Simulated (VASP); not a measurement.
# SrVO3 (Pm-3m) in VASP: single point with PBE

Aim: the single point of SrVO3 with PBE.

Everything below comes from runs of VASP 6.6.1. Logs are shortened: lines on timing, memory, paths and dates and some standing lists are left out, and cuts for length are marked.

## 1. The cell of the first run

It takes space group Pm-3m (No. 221, cubic). Conventional cell: a = 3.841 Å, b = 3.841 Å, c = 3.841 Å, α = 90.00°, β = 90.00°, γ = 90.00°. Sr (site symmetry m-3m) has 12 O at 2.72 Å and 8 V at 3.33 Å within 3.6 Å. Within 2.5 Å of V (site symmetry m-3m) lie 6 O at 1.92 Å. O (site symmetry 4/mmm) has 2 V at 1.92 Å within 2.5 Å.

## 2. Single point, PBE, collinear spin, ferromagnetic start

File INCAR:

```
SYSTEM = SrVO3
PREC = Accurate
ENCUT = 520
EDIFF = 1E-6
ISMEAR = 0
SIGMA = 0.05
LREAL = .FALSE.
LASPH = .TRUE.
NELM = 150
ALGO = Normal
ISIF = 2
LWAVE = .FALSE.
LCHARG = .TRUE.
ISPIN = 2
MAGMOM = 0 1 0 0 0
LORBIT = 11
LMAXMIX = 4
GGA = PE
LELF = .TRUE.
LVHAR = .TRUE.
NBANDS = 32
```

File KPOINTS:

```
Automatic mesh
0
G
  8 8 8
  0 0 0
```

File POSCAR:

```
SrVO3
1.0
    3.8409000000      0.0000000000      0.0000000000
    0.0000000000      3.8409000000      0.0000000000
    0.0000000000      0.0000000000      3.8409000000
Sr V O
1 1 3
Direct
    0.5000000000      0.5000000000      0.5000000000
    0.0000000000      0.0000000000      0.0000000000
    0.5000000000      0.0000000000      0.0000000000
    0.0000000000      0.5000000000      0.0000000000
    0.0000000000      0.0000000000      0.5000000000
```

Potentials or basis: VASP PAW PBE potentials, release 64 (Sr_sv, V_sv, O).

The run is started by

```console
$ cat potpaw_PBE.64/Sr_sv/POTCAR potpaw_PBE.64/V_sv/POTCAR potpaw_PBE.64/O/POTCAR > POTCAR
$ mpirun -np 1 vasp_std > vasp.out
```

OUTCAR:

```text
SYSTEM = SrVO3
   PREC = Accurate
   ENCUT = 520
   EDIFF = 1E-6
   ISMEAR = 0
   LREAL = .FALSE.
   LASPH = .TRUE.
   NELM = 150
   ISIF = 2
   ISPIN = 2
   LORBIT = 11
   GGA = PE

 ion  position               nearest neighbor table
   1  0.500  0.500  0.500-   3 2.72   4 2.72   5 2.72   3 2.72   4 2.72   3 2.72   5 2.72   3 2.72
                             4 2.72   5 2.72   4 2.72   5 2.72   2 3.33   2 3.33   2 3.33   2 3.33
   2  0.000  0.000  0.000-   3 1.92   4 1.92   5 1.92   5 1.92   4 1.92   3 1.92   1 3.33   1 3.33
                             1 3.33   1 3.33   1 3.33   1 3.33   1 3.33   1 3.33
   3  0.500  0.000  0.000-   2 1.92   2 1.92   1 2.72   1 2.72   1 2.72   1 2.72
   4  0.000  0.500  0.000-   2 1.92   2 1.92   1 2.72   1 2.72   1 2.72   1 2.72
   5  0.000  0.000  0.500-   2 1.92   2 1.92   1 2.72   1 2.72   1 2.72   1 2.72

  LATTYP: Found a simple cubic cell.
 ALAT       =     3.8409000000

  Lattice vectors:

 A1 = (   3.8409000000,   0.0000000000,   0.0000000000)
 A2 = (   0.0000000000,   3.8409000000,   0.0000000000)
 A3 = (   0.0000000000,   0.0000000000,   3.8409000000)

Analysis of symmetry for initial positions (statically):
=====================================================================
 Subroutine PRICEL returns:
 Original cell was already a primitive cell.

 Routine SETGRP: Setting up the symmetry group for a
 simple cubic supercell.

 Subroutine GETGRP returns: Found 48 space group operations
 (whereof 48 operations were pure point group operations)
 out of a pool of 48 trial point group operations.

The static configuration has the point symmetry O_h .

Analysis of symmetry for dynamics (positions and initial velocities):
=====================================================================
 Subroutine PRICEL returns:
 Original cell was already a primitive cell.

 Routine SETGRP: Setting up the symmetry group for a
 simple cubic supercell.

 Subroutine GETGRP returns: Found 48 space group operations
 (whereof 48 operations were pure point group operations)
 out of a pool of 48 trial point group operations.

The dynamic configuration has the point symmetry O_h .

Analysis of structural, dynamic, and magnetic symmetry:
=====================================================================
 Subroutine PRICEL returns:
 Original cell was already a primitive cell.

 Routine SETGRP: Setting up the symmetry group for a
 simple cubic supercell.

 Subroutine GETGRP returns: Found 48 space group operations
 (whereof 48 operations were pure point group operations)
 out of a pool of 48 trial point group operations.

The overall configuration has the point symmetry O_h .

 Subroutine INISYM returns: Found 48 space group operations
 (whereof 48 operations are pure point group operations),
 and found     1 'primitive' translations

----------------------------------------------------------------------------------------

                                     Primitive cell

  volume of cell :      56.6629

  direct lattice vectors                    reciprocal lattice vectors
     3.840900000  0.000000000  0.000000000     0.260355646  0.000000000  0.000000000
     0.000000000  3.840900000  0.000000000     0.000000000  0.260355646  0.000000000
     0.000000000  0.000000000  3.840900000     0.000000000  0.000000000  0.260355646

  length of vectors
     3.840900000  3.840900000  3.840900000     0.260355646  0.260355646  0.260355646

  position of ions in fractional coordinates (direct lattice)
     0.500000000  0.500000000  0.500000000
     0.000000000  0.000000000  0.000000000
     0.500000000  0.000000000  0.000000000
     0.000000000  0.500000000  0.000000000
     0.000000000  0.000000000  0.500000000

  ion indices of the primitive-cell ions
   primitive index   ion index
                 1           1
                 2           2
                 3           3
                 4           4
                 5           5

----------------------------------------------------------------------------------------

 KPOINTS: Automatic mesh

Automatic generation of k-mesh.
 Grid dimensions read from file:
 generate k-points for:    8    8    8

 Generating k-lattice:

  Cartesian coordinates                     Fractional coordinates (reciprocal lattice)
     0.032544456  0.000000000  0.000000000     0.125000000  0.000000000  0.000000000
     0.000000000  0.032544456  0.000000000     0.000000000  0.125000000  0.000000000
     0.000000000  0.000000000  0.032544456     0.000000000  0.000000000  0.125000000

  Length of vectors
     0.032544456  0.032544456  0.032544456

  Shift w.r.t. Gamma in fractional coordinates (k-lattice)
     0.000000000  0.000000000  0.000000000

 Subroutine IBZKPT returns following result:
 ===========================================

 Found     35 irreducible k-points:

 Following reciprocal coordinates:
            Coordinates               Weight
  0.000000  0.000000  0.000000      1.000000
  0.125000  0.000000  0.000000      6.000000
  0.250000  0.000000  0.000000      6.000000
  0.375000  0.000000  0.000000      6.000000
  0.500000  0.000000  0.000000      3.000000
  0.125000  0.125000  0.000000     12.000000
[... 16 lines left out ...]
  0.375000  0.375000  0.125000     24.000000
  0.500000  0.375000  0.125000     24.000000
 [... further k-points ...]
   k-points           NKPTS =     35   k-points in BZ     NKDIM =     35   number of bands    NBANDS=     32
   number of dos      NEDOS =    301   number of ions     NIONS =      5
   total plane-waves  NPLWV =  27000
   dimension x,y,z NGX =    30 NGY =   30 NGZ =   30
   dimension x,y,z NGXF=    60 NGYF=   60 NGZF=   60
   ions per type =               1   1   3
   NGX,Y,Z   is equivalent  to a cutoff of  12.98, 12.98, 12.98 a.u.
   NGXF,Y,Z  is equivalent  to a cutoff of  25.97, 25.97, 25.97 a.u.
 SYSTEM =  SrVO3
   PREC   = accura    normal or accurate (medium, high low for compatibility)
   ISTART =      0    job   : 0-new  1-cont  2-samecut
   ICHARG =      2    charge: 1-file 2-atom 10-const
   ISPIN  =      2    spin polarized calculation?
   LNONCOLLINEAR =      F non collinear calculations
   LSORBIT =      F    spin-orbit coupling
   LASPH  =      T    aspherical Exc in radial PAW
   ENCUT  =  520.0 eV  38.22 Ry    6.18 a.u.   7.14  7.14  7.14*2*pi/ulx,y,z
   NELM   =    150;   NELMIN=  2; NELMDL= -5     # of ELM steps
   EDIFF  = 0.1E-05   stopping-criterion for ELM
   LREAL  =      F    real-space projection
   EDIFFG = 0.1E-04   stopping-criterion for IOM
   NSW    =      0    number of steps for IOM
   IBRION =     -1    ionic relax: 0-MD 1-quasi-New 2-CG
   NFREE  =      0    steps in history (QN), initial steepest desc. (CG)
   ISIF   =      2    stress and relaxation
   ISYM   =      2    0-nonsym 1-usesym 2-fastsym
   POTIM  = 0.5000    time-step for ionic-motion
   TEBEG  =    0.0;   TEEND  =   0.0 temperature during run
   PSTRESS=    0.0 pullay stress
   NELECT =      41.0000    total number of electrons
   NUPDOWN=      -1.0000    fix difference up-down
   EMIN   =  10.00;   EMAX   =-10.00  energy-range for DOS
   EFERMI =   0.00;   METHOD = LEGACY
   ISMEAR =     0;   SIGMA  =   0.05  broadening in eV -4-tet -1-fermi 0-gaus
   EFERMI_NEDOS =   21; number of points for ismear=-14 and -15
   IALGO  =     38    algorithm
   IMIX   =      4    mixing-type and parameters
     AMIX     =   0.40;   BMIX     =  1.00
     AMIX_MAG =   1.60;   BMIX_MAG =  1.00
  volume/ion in A,a.u.               =      11.33        76.48
  Fermi-wavevector in a.u.,A,eV,Ry     =   1.469726  2.777380 29.389880  2.160095
  Thomas-Fermi vector in A             =   2.585069
   LORBIT       =     11    0 simple, 1 ext, 2 COOP (PROOUT), +10 PAW based schemes
   GGA     = PE    functional components
   LHFCALC =     F    Hartree Fock is set to
   AEXX    =    0.0000 exact exchange contribution
   IVDW    =     0    specifies the selected vdW correction
   LEPSILON=     F    determine dielectric tensor
   LRPA    =     F    only Hartree local field effects (RPA)
 spin polarized calculation
 Gauss-broadening in eV      SIGMA  =   0.05
  energy-cutoff  :      520.00
  volume of cell :       56.66
 maximum number of plane-waves:      1568
 NGX is ok and might be reduce to    30
   NGX = 15   NGY = 15   NGZ = 15

 number of electron      41.0000017 magnetization       0.1537996

 Free energy of the ion-electron system (eV)
  ---------------------------------------------------
  ext. energy  EPLUGINS =         0.00000000
  ---------------------------------------------------
  free energy    TOTEN  =       -39.26745400 eV

  energy without entropy =      -39.26367567  energy(sigma->0) =      -39.26556483

 E-fermi :   6.4180     XC(G=0): -11.5748

 val. band max:        6.4119452864   @ k =   0.5000   0.2500   0.0000
 cond. band min:       6.4297346160   @ k =   0.2500   0.2500   0.1250
 fundamental gap:      0.0177893295
 Fermi energy:         6.4180045473

 spin component 1

 k-point     1 :       0.0000    0.0000    0.0000
  band No.  band energies     occupation
      1     -59.6281      1.00000
      2     -33.4620      1.00000
      3     -33.4620      1.00000
      4     -33.4620      1.00000
      5     -28.2588      1.00000
      6     -13.4709      1.00000
[... 24 lines left out ...]
     31      12.8308      0.00000
     32      19.6103      0.00000

 k-point     2 :       0.1250    0.0000    0.0000
  band No.  band energies     occupation
      1     -59.6280      1.00000
      2     -33.4672      1.00000
      3     -33.4618      1.00000
      4     -33.4618      1.00000
      5     -28.2541      1.00000
      6     -13.4733      1.00000
[... 24 lines left out ...]
     31      13.0125      0.00000
     32      19.6299      0.00000
[... 733 lines left out ...]
     31      15.8279      0.00000
     32      18.2105      0.00000

 k-point    24 :       0.5000    0.3750    0.1250
  band No.  band energies     occupation
      1     -59.6266      1.00000
      2     -33.4950      1.00000
      3     -33.4896      1.00000
      4     -33.4640      1.00000
      5     -28.2035      1.00000
      6     -12.9119      1.00000
[... 24 lines left out ...]
     31      16.3837      0.00000
     32      17.2347      0.00000

 [... further k-points ...]

 spin component 2

 k-point     1 :       0.0000    0.0000    0.0000
  band No.  band energies     occupation
      1     -59.4770      1.00000
      2     -33.3139      1.00000
      3     -33.3139      1.00000
      4     -33.3139      1.00000
      5     -28.2589      1.00000
      6     -13.4646      1.00000
[... 24 lines left out ...]
     31      12.8451      0.00000
     32      19.6843      0.00000

 k-point     2 :       0.1250    0.0000    0.0000
  band No.  band energies     occupation
      1     -59.4769      1.00000
      2     -33.3192      1.00000
      3     -33.3136      1.00000
      4     -33.3136      1.00000
      5     -28.2542      1.00000
      6     -13.4672      1.00000
[... 24 lines left out ...]
     31      13.0254      0.00000
     32      19.6967      0.00000
[... 733 lines left out ...]
     31      15.8316      0.00000
     32      18.2381      0.00000

 k-point    24 :       0.5000    0.3750    0.1250
  band No.  band energies     occupation
      1     -59.4755      1.00000
      2     -33.3475      1.00000
      3     -33.3420      1.00000
      4     -33.3160      1.00000
      5     -28.2036      1.00000
      6     -12.9068      1.00000
[... 24 lines left out ...]
     31      16.3881      0.00000
     32      17.2401      0.00000

 [... further k-points ...]
[... 5 lines left out ...]
  --------------------------------------------------------------------------------------
  -------------------------------------------------------------------------------------
  Total        1.2004502      1.2004502      1.2004502      0.0000000      0.0000000      0.0000000
  in kB       33.9434292     33.9434292     33.9434292      0.0000000      0.0000000      0.0000000
  external PRESSURE =      33.9434292 kB  Pullay stress =       0.0000000 kB

 VOLUME and BASIS-vectors are now :
 -----------------------------------------------------------------------------
  energy-cutoff  :      520.00
  volume of cell :       56.66
      direct lattice vectors                 reciprocal lattice vectors
     3.840900000  0.000000000  0.000000000     0.260355646  0.000000000  0.000000000
     0.000000000  3.840900000  0.000000000     0.000000000  0.260355646  0.000000000
     0.000000000  0.000000000  3.840900000     0.000000000  0.000000000  0.260355646

 POSITION                                       TOTAL-FORCE (eV/Angst)
 -----------------------------------------------------------------------------------
      1.92045      1.92045      1.92045         0.000000      0.000000      0.000000
      0.00000      0.00000      0.00000         0.000000      0.000000      0.000000
      1.92045      0.00000      0.00000         0.000000      0.000000      0.000000
      0.00000      1.92045      0.00000         0.000000      0.000000      0.000000
      0.00000      0.00000      1.92045         0.000000      0.000000      0.000000
 -----------------------------------------------------------------------------------
    total drift:                                0.000000     -0.000000      0.000000

  FREE ENERGIE OF THE ION-ELECTRON SYSTEM (eV)
  ---------------------------------------------------
  free  energy   TOTEN  =       -39.2674539985 eV

  energy  without entropy=      -39.2636756674  energy(sigma->0) =      -39.26556483

 total charge

# of ion       s       p       d       tot
------------------------------------------
    1        2.000   5.803   0.219   8.021
    2        2.285   6.349   2.957  11.592
    3        1.565   3.483   0.000   5.047
    4        1.565   3.483   0.000   5.047
    5        1.565   3.483   0.000   5.047
--------------------------------------------------
tot          8.979  22.600   3.176  34.754

 magnetization (x)

# of ion       s       p       d       tot
------------------------------------------
    1       -0.000  -0.000   0.000   0.000
    2        0.001   0.001   0.139   0.141
    3       -0.000   0.001   0.000   0.001
    4       -0.000   0.001   0.000   0.001
    5       -0.000   0.001   0.000   0.001
--------------------------------------------------
tot          0.001   0.004   0.139   0.144
```

Run time: 2.2 min. Hardware: 1 thread of Intel Xeon Platinum 8259CL at 2.50GHz (Skylake/Cascade Lake), shared host; peak memory 0.26 GiB.

What came out:

* Free energy: -39.2675 eV
* Pressure: 3.4 GPa
* Net moment: 0.15 μB per cell
* Site moments: Sr +0.00; V +0.14; O +0.00 μB
* Valence electrons inside the program's atomic spheres: Sr 8.02; V 11.59; O 5.05

Caveat: semilocal functionals often make such compounds metallic where correlation or magnetic order opens a gap, which also shifts bond lengths.
